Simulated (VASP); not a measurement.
Input of a VASP 6.6.1 run:

File INCAR:

```
SYSTEM = C
ALGO = Normal ; EDIFF = 1E-6
ENCUT = 520 ; GGA = PE
ISIF = 2 ; ISMEAR = -1
LASPH = .True. ; LCHARG = .True.
LELF = .True. ; LREAL = .False.
LVHAR = .True. ; LWAVE = .False.
NBANDS = 13 ; NELM = 60
PREC = Accurate ; SIGMA = 0.1
```

Contents of KPOINTS:

```
k-points
0
Gamma
  7 7 27
  0 0 0
```

Contents of POSCAR:

```
C
1.0
    6.2258334409      0.0000000001      0.0000000000
   -3.1129167205      5.3917299195      0.0000000000
    0.0000000000      0.0000000000      1.2668995230
C
3
Direct
    0.0000000000      0.0000000000      0.0000000000
    0.3333333333      0.6666666667      0.5000000000
    0.6666666667      0.3333333333      0.5000000000
```

Potentials or basis: VASP PAW PBE potentials, release 64 (C).

Run with:

```console
$ cat potpaw_PBE.64/C/POTCAR > POTCAR
$ mpirun -np 1 vasp_std > vasp.out
```

Estimate the band gap on the k mesh.

zero (bands 6 and 7 overlap by 15.65 eV).

Predict the pressure.

6.5 GPa.

Stress tensor (GPa, compression positive):
```
 1.16  0.00  0.00
 0.00  1.16  0.00
 0.00  0.00 17.23
```

Caveat: the stress differs along the axes, from 1 to 17 GPa.
